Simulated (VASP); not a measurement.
# MnO (Fm-3m) in VASP: further runs, part 2 of 3

VASP 6.6.1. The steps go on from the part before.

## (3) Single point, LDA, collinear spin, ferromagnetic start

INCAR

```
PREC = Accurate ; ENCUT = 520
EDIFF = 1E-6 ; ISMEAR = -1
SIGMA = 0.05 ; LREAL = F
LASPH = T ; NELM = 150
ALGO = Normal ; ISIF = 2
LWAVE = F ; LCHARG = T
ISPIN = 2 ; MAGMOM = 4 0
LORBIT = 11 ; LMAXMIX = 4
GGA = CA ; LELF = T
LVHAR = T ; NBANDS = 20
```

KPOINTS

```
regular mesh
0
Gamma
  10 10 10
```

POSCAR

```
MnO
1.0
    0.0000000000      2.2089816980      2.2089816980
    2.2089816980      0.0000000000      2.2089816980
    2.2089816980      2.2089816980      0.0000000000
Mn O
1 1
Direct
    0.0000000000      0.0000000000      0.0000000000
    0.5000000000      0.5000000000      0.5000000000
```

Potentials or basis: VASP PAW LDA potentials, release 64 (Mn_pv, O).

Command:

```bash
$ cat potpaw_LDA.64/Mn_pv/POTCAR potpaw_LDA.64/O/POTCAR > POTCAR
$ mpirun -np 1 vasp_std > vasp.out
```

OUTCAR:

```text
PREC = Accurate
   ENCUT = 520
   EDIFF = 1E-6
   ISMEAR = -1
   LREAL = F
   LASPH = T
   NELM = 150
   ISIF = 2
   ISPIN = 2
   LORBIT = 11
   GGA = CA

 ion  position               nearest neighbor table
   1  0.000  0.000  0.000-   2 2.21   2 2.21   2 2.21   2 2.21   2 2.21   2 2.21
   2  0.500  0.500  0.500-   1 2.21   1 2.21   1 2.21   1 2.21   1 2.21   1 2.21

  LATTYP: Found a face centered cubic cell.
 ALAT       =     4.4179633960

  Lattice vectors:

 A1 = (   0.0000000000,   2.2089816980,   2.2089816980)
 A2 = (   2.2089816980,   0.0000000000,   2.2089816980)
 A3 = (   2.2089816980,   2.2089816980,   0.0000000000)

Analysis of symmetry for initial positions (statically):
=====================================================================
 Subroutine PRICEL returns:
 Original cell was already a primitive cell.

 Routine SETGRP: Setting up the symmetry group for a
 face centered cubic supercell.

 Subroutine GETGRP returns: Found 48 space group operations
 (whereof 48 operations were pure point group operations)
 out of a pool of 48 trial point group operations.

The static configuration has the point symmetry O_h .

Analysis of symmetry for dynamics (positions and initial velocities):
=====================================================================
 Subroutine PRICEL returns:
 Original cell was already a primitive cell.

 Routine SETGRP: Setting up the symmetry group for a
 face centered cubic supercell.

 Subroutine GETGRP returns: Found 48 space group operations
 (whereof 48 operations were pure point group operations)
 out of a pool of 48 trial point group operations.

The dynamic configuration has the point symmetry O_h .

Analysis of structural, dynamic, and magnetic symmetry:
=====================================================================
 Subroutine PRICEL returns:
 Original cell was already a primitive cell.

 Routine SETGRP: Setting up the symmetry group for a
 face centered cubic supercell.

 Subroutine GETGRP returns: Found 48 space group operations
 (whereof 48 operations were pure point group operations)
 out of a pool of 48 trial point group operations.

The overall configuration has the point symmetry O_h .

 Subroutine INISYM returns: Found 48 space group operations
 (whereof 48 operations are pure point group operations),
 and found     1 'primitive' translations

----------------------------------------------------------------------------------------

                                     Primitive cell

  volume of cell :      21.5579

  direct lattice vectors                    reciprocal lattice vectors
     0.000000000  2.208981698  2.208981698    -0.226348639  0.226348639  0.226348639
     2.208981698  0.000000000  2.208981698     0.226348639 -0.226348639  0.226348639
     2.208981698  2.208981698  0.000000000     0.226348639  0.226348639 -0.226348639

  length of vectors
     3.123971876  3.123971876  3.123971876     0.392047342  0.392047342  0.392047342

  position of ions in fractional coordinates (direct lattice)
     0.000000000  0.000000000  0.000000000
     0.500000000  0.500000000  0.500000000

  ion indices of the primitive-cell ions
   primitive index   ion index
                 1           1
                 2           2

[... 65 lines left out ...]
   ISPIN  =      2    spin polarized calculation?
   LNONCOLLINEAR =      F non collinear calculations
   LSORBIT =      F    spin-orbit coupling
   LASPH  =      T    aspherical Exc in radial PAW
   ENCUT  =  520.0 eV  38.22 Ry    6.18 a.u.   5.81  5.81  5.81*2*pi/ulx,y,z
   NELM   =    150;   NELMIN=  2; NELMDL= -5     # of ELM steps
   EDIFF  = 0.1E-05   stopping-criterion for ELM
   LREAL  =      F    real-space projection
   EDIFFG = 0.1E-04   stopping-criterion for IOM
   NSW    =      0    number of steps for IOM
   IBRION =     -1    ionic relax: 0-MD 1-quasi-New 2-CG
   NFREE  =      0    steps in history (QN), initial steepest desc. (CG)
   ISIF   =      2    stress and relaxation
   ISYM   =      2    0-nonsym 1-usesym 2-fastsym
   POTIM  = 0.5000    time-step for ionic-motion
   TEBEG  =    0.0;   TEEND  =   0.0 temperature during run
   PSTRESS=    0.0 pullay stress
   NELECT =      19.0000    total number of electrons
   NUPDOWN=      -1.0000    fix difference up-down
   EMIN   =  10.00;   EMAX   =-10.00  energy-range for DOS
   EFERMI =   0.00;   METHOD = LEGACY
   ISMEAR =    -1;   SIGMA  =   0.05  broadening in eV -4-tet -1-fermi 0-gaus
   EFERMI_NEDOS =   21; number of points for ismear=-14 and -15
   IALGO  =     38    algorithm
   IMIX   =      4    mixing-type and parameters
     AMIX     =   0.40;   BMIX     =  1.00
     AMIX_MAG =   1.60;   BMIX_MAG =  1.00
  volume/ion in A,a.u.               =      10.78        72.74
  Fermi-wavevector in a.u.,A,eV,Ry     =   1.569606  2.966125 33.520159  2.463662
  Thomas-Fermi vector in A             =   2.671463
   LORBIT       =     11    0 simple, 1 ext, 2 COOP (PROOUT), +10 PAW based schemes
   GGA     = CA    functional components
   LHFCALC =     F    Hartree Fock is set to
   AEXX    =    0.0000 exact exchange contribution
   IVDW    =     0    specifies the selected vdW correction
   LEPSILON=     F    determine dielectric tensor
   LRPA    =     F    only Hartree local field effects (RPA)
 spin polarized calculation
  energy-cutoff  :      520.00
  volume of cell :       21.56
 maximum number of plane-waves:       589
   NGX = 11   NGY = 11   NGZ = 11

 number of electron      18.9999996 magnetization       4.4424214

 Free energy of the ion-electron system (eV)
  ---------------------------------------------------
  ext. energy  EPLUGINS =         0.00000000
  ---------------------------------------------------
  free energy    TOTEN  =       -17.63354299 eV

  energy without entropy =      -17.62276705  energy(sigma->0) =      -17.62815502

 E-fermi :   7.4334     XC(G=0): -12.4998

 val. band max:        7.4011557530   @ k =   0.4000   0.2000   0.0000
 cond. band min:       7.4594305417   @ k =   0.5000   0.3000   0.1000
 fundamental gap:      0.0582747887
 Fermi energy:         7.4333535155

 spin component 1

 k-point     1 :       0.0000    0.0000    0.0000
  band No.  band energies     occupation
      1     -42.2786      1.00000
      2     -42.2786      1.00000
      3     -42.2786      1.00000
      4     -12.7765      1.00000
      5       3.5035      1.00000
      6       3.5035      1.00000
[... 541 lines left out ...]
     19      32.3684      0.00000
     20      34.0927      0.00000

 [... further k-points ...]

 spin component 2

 k-point     1 :       0.0000    0.0000    0.0000
  band No.  band energies     occupation
      1     -38.2590      1.00000
      2     -38.2590      1.00000
      3     -38.2590      1.00000
      4     -12.3479      1.00000
      5       3.9062      1.00000
      6       3.9062      1.00000
[... 541 lines left out ...]
     19      33.3957      0.00000
     20      34.9918      0.00000

 [... further k-points ...]

------------------------ aborting loop because EDIFF is reached ----------------------------------------

  FORCE on cell =-STRESS in cart. coord.  units (eV):
  Direction    XX          YY          ZZ          XY          YZ          ZX
  --------------------------------------------------------------------------------------
  -------------------------------------------------------------------------------------
  Total       -2.2333341     -2.2333341     -2.2333341      0.0000000      0.0000000      0.0000000
  in kB     -165.9808312   -165.9808312   -165.9808312      0.0000000      0.0000000      0.0000000
  external PRESSURE =    -165.9808312 kB  Pullay stress =       0.0000000 kB

 VOLUME and BASIS-vectors are now :
 -----------------------------------------------------------------------------
  energy-cutoff  :      520.00
  volume of cell :       21.56
      direct lattice vectors                 reciprocal lattice vectors
     0.000000000  2.208981698  2.208981698    -0.226348639  0.226348639  0.226348639
     2.208981698  0.000000000  2.208981698     0.226348639 -0.226348639  0.226348639
     2.208981698  2.208981698  0.000000000     0.226348639  0.226348639 -0.226348639

 POSITION                                       TOTAL-FORCE (eV/Angst)
 -----------------------------------------------------------------------------------
      0.00000      0.00000      0.00000         0.000000      0.000000      0.000000
      2.20898      2.20898      2.20898        -0.000000     -0.000000     -0.000000
 -----------------------------------------------------------------------------------
    total drift:                                0.000000     -0.000000     -0.000000

  FREE ENERGIE OF THE ION-ELECTRON SYSTEM (eV)
  ---------------------------------------------------
  free  energy   TOTEN  =       -17.6335429881 eV

  energy  without entropy=      -17.6227670476  energy(sigma->0) =      -17.62815502

 total charge

# of ion       s       p       d       tot
------------------------------------------
    1        0.209   6.182   5.009  11.399
    2        1.550   3.381   0.000   4.931
--------------------------------------------------
tot          1.759   9.563   5.009  16.330

 magnetization (x)

# of ion       s       p       d       tot
------------------------------------------
    1        0.029   0.020   4.001   4.050
    2        0.029   0.146   0.000   0.175
--------------------------------------------------
tot          0.058   0.165   4.001   4.224
```

OSZICAR:

```text
N       E                     dE             d eps       ncg     rms          rms(c)
DAV:   1     0.167962656091E+03    0.16796E+03   -0.10335E+04  3784   0.112E+03
DAV:   2    -0.114240086216E+02   -0.17939E+03   -0.16736E+03  3800   0.328E+02
DAV:   3    -0.199013860965E+02   -0.84774E+01   -0.83579E+01  4264   0.765E+01
DAV:   4    -0.199648330508E+02   -0.63447E-01   -0.63406E-01  4264   0.685E+00
DAV:   5    -0.199653944019E+02   -0.56135E-03   -0.56134E-03  4244   0.640E-01    0.137E+01
DAV:   6    -0.181278714247E+02    0.18375E+01   -0.92749E+00  5128   0.349E+01    0.128E+01
DAV:   7    -0.176629151390E+02    0.46496E+00   -0.14146E+00  4524   0.180E+01    0.738E+00
DAV:   8    -0.176498544511E+02    0.13061E-01   -0.14543E-01  4116   0.268E+00    0.453E+00
DAV:   9    -0.176296415371E+02    0.20213E-01   -0.32618E-02  4796   0.209E+00    0.135E+00
DAV:  10    -0.176337716437E+02   -0.41301E-02   -0.90409E-03  4220   0.115E+00    0.327E-01
DAV:  11    -0.176335406496E+02    0.23099E-03   -0.13101E-03  4244   0.298E-01    0.137E-01
DAV:  12    -0.176335443250E+02   -0.36753E-05   -0.12087E-04  4840   0.116E-01    0.358E-02
DAV:  13    -0.176335417055E+02    0.26195E-05   -0.17006E-05  4300   0.322E-02    0.218E-02
DAV:  14    -0.176335431538E+02   -0.14483E-05   -0.39103E-06  4212   0.148E-02    0.798E-03
DAV:  15    -0.176335429881E+02    0.16575E-06   -0.32650E-07  2200   0.516E-03
   1 F= -.17633543E+02 E0= -.17628155E+02  d E =-.107759E-01  mag=     4.4424
```

Wall time 50 s (1 thread of Intel Xeon 8259CL, shared host); peak memory 0.15 GiB.

Results:

```
Free energy                                           : -17.6335 eV
Pressure                                              : -16.6 GPa
Net moment                                            : 4.44 μB per cell
Site moments                                          : Mn +4.05; O +0.17 μB
Valence electrons inside the program's atomic spheres : Mn 11.40; O 4.93
```

Levels at points of the mesh, in eV from the Fermi level:
Spin up:
| k point | band 8 | band 9 | band 10 | band 11 | band 12 | band 13 | band 14 | band 15 | band 16 | band 17 |
| --- | --- | --- | --- | --- | --- | --- | --- | --- | --- | --- |
| (0.00, 0.00, 0.00) | -3.00 | -3.00 | -3.00 | -2.49 | -2.49 | -0.29 | 14.07 | 16.46 | 16.46 | 16.46 |
| (0.50, 0.00, 0.00) | -2.05 | -2.05 | -1.65 | 0.39 | 0.39 | 3.57 | 7.88 | 11.95 | 11.95 | 18.78 |
| (0.50, 0.50, 0.00) | -4.07 | -2.04 | -1.75 | -1.75 | -1.64 | 5.19 | 7.88 | 10.58 | 13.79 | 13.79 |
Spin down:
```tsv
k point	band 3	band 4	band 5	band 6	band 7	band 8	band 9	band 10	band 11	band 12
(0.00, 0.00, 0.00)	-45.69	-19.78	-3.53	-3.53	-3.53	0.26	0.26	0.26	0.67	0.92
(0.50, 0.00, 0.00)	-45.70	-18.74	-7.67	-5.12	-5.12	1.52	1.52	1.52	3.31	3.31
(0.50, 0.50, 0.00)	-45.73	-18.79	-6.64	-4.52	-4.52	-1.32	1.53	1.80	1.97	1.97
```

Caveat: the cell stands under tension; a cell with one magnetic atom can't hold antiferromagnetic order, which such compounds often take; semilocal functionals often make such compounds metallic where correlation or magnetic order opens a gap, which also shifts bond lengths.

## (4) Single point, PBE+D3(BJ), collinear spin, ferromagnetic start

This run uses another cell than the first one, of 11.04 Å³/atom.

INCAR

```
SYSTEM = MnO
PREC = Accurate
ENCUT = 520
EDIFF = 1E-6
ISMEAR = -1
SIGMA = 0.05
LREAL = .False.
LASPH = .True.
NELM = 150
ALGO = Normal
ISIF = 2
LWAVE = .False.
LCHARG = .False.
ISPIN = 2
MAGMOM = 4 0
LORBIT = 11
LMAXMIX = 4
GGA = PE
IVDW = 12
NBANDS = 20
```

KPOINTS

```
Automatic mesh
0
Gamma
  10 10 10
  0 0 0
```

POSCAR

```
MnO
1.0
    0.0000000000      2.2267984764      2.2267984764
    2.2267984764      0.0000000000      2.2267984764
    2.2267984764      2.2267984764      0.0000000000
Mn O
1 1
Direct
    0.0000000000      0.0000000000      0.0000000000
    0.5000000000      0.5000000000      0.5000000000
```

Potentials or basis: VASP PAW PBE potentials, release 64 (Mn_pv, O).

Command:

```bash
$ cat potpaw_PBE.64/Mn_pv/POTCAR potpaw_PBE.64/O/POTCAR > POTCAR
$ mpirun -np 1 vasp_std > vasp.out
```

Run time: 58 s. Hardware: 1 thread of Intel Xeon 8259CL, shared host; peak memory 0.18 GiB.

Results (log left out):

```
Free energy                                           : -17.0193 eV
Pressure                                              : 0.2 GPa
Net moment                                            : 4.80 μB per cell
Site moments                                          : Mn +4.35; O +0.20 μB
Valence electrons inside the program's atomic spheres : Mn 11.35; O 4.97
Dispersion energy per atom                            : -0.306 eV
```

Levels at points of the mesh, in eV from the Fermi level:
Spin up:
```
           k point  band 8  band 9  band 10  band 11  band 12  band 13  band 14  band 15  band 16  band 17
(0.00, 0.00, 0.00)   -3.21   -3.21    -3.21    -2.68    -2.68    -0.54    13.96    16.30    16.30    16.30
(0.50, 0.00, 0.00)   -2.32   -2.32    -1.88     0.20     0.20     3.47     7.70    11.85    11.85    18.40
(0.50, 0.50, 0.00)   -4.20   -2.26    -2.05    -2.05    -1.93     4.99     7.80    10.39    13.60    13.60
```
Spin down:
```csv
k point,band 5,band 6,band 7,band 8,band 9,band 10
"(0.00, 0.00, 0.00)",-3.32,-3.32,-3.32,0.77,0.77,0.77
"(0.50, 0.00, 0.00)",-7.31,-4.80,-4.80,1.95,1.99,1.99
"(0.50, 0.50, 0.00)",-6.37,-4.29,-4.29,-0.79,1.98,2.17
```

Caveat: a cell with one magnetic atom can't hold antiferromagnetic order, which such compounds often take; semilocal functionals often make such compounds metallic where correlation or magnetic order opens a gap, which also shifts bond lengths.

[end of part 2 of 3]
